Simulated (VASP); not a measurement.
## MgO: single point with LDA

Crystal: MgO.

```xyz
4
Lattice="3.3078 0.0000 0.0000 -1.6539 2.8646 0.0000 0.0000 0.0000 4.9829" Properties=species:S:1:pos:R:3 pbc="T T T"
Mg    0.0000    1.9098    0.0108
Mg    1.6539    0.9549    2.5022
O     0.0000    1.9098    2.0053
O     1.6539    0.9549    4.4968
```

| Item | Value |
| --- | --- |
| Program | VASP 6.6.1 |
| Task | single point |
| Functional | LDA |
| Potentials or basis | VASP PAW LDA potentials, release 64 (Mg_sv, O) |
| Cutoff | 840 eV |
| k mesh | 6 × 6 × 4 |
| Occupations | gaussian, width 0.1 eV |
| Spin | no spin polarisation |
| Dipole correction | no |
| Further INCAR settings | ALGO = Normal; EDIFF = 1e-06; NBANDS = 24 |

* Pressure: -3.9 GPa
* Largest force: 0.033 eV/Å
* Band gap on the k mesh: 3.37 eV

Forces on the atoms (eV/Å):
```
Mg   0.000  0.000  0.033
Mg   0.000  0.000  0.033
O    0.000  0.000 -0.033
O    0.000  0.000 -0.033
```

Stress tensor (GPa, compression positive):
```
-3.97  0.00  0.00
 0.00 -3.97  0.00
 0.00  0.00 -3.62
```

Levels at points of the mesh, in eV from the valence-band top:
| k point | band 14 | band 15 | band 16 | band 17 | band 18 | band 19 |
| --- | --- | --- | --- | --- | --- | --- |
| (0.00, 0.00, 0.00) | -0.45 | -0.45 | 0.00 | 3.37 | 8.33 | 10.17 |
| (0.50, 0.00, 0.00) | -1.33 | -0.85 | -0.52 | 7.59 | 7.90 | 9.05 |
| (0.00, 0.00, 0.50) | -0.63 | -0.63 | -0.63 | 5.87 | 5.87 | 12.98 |
| (0.50, 0.00, 0.50) | -0.95 | -0.73 | -0.73 | 7.19 | 7.19 | 10.61 |

It took 26 s on 1 thread of AMD EPYC 7R13 Processor (Zen 3), with other jobs on the host, peak memory 0.16 GiB.

Caveat: the cell stands under tension.
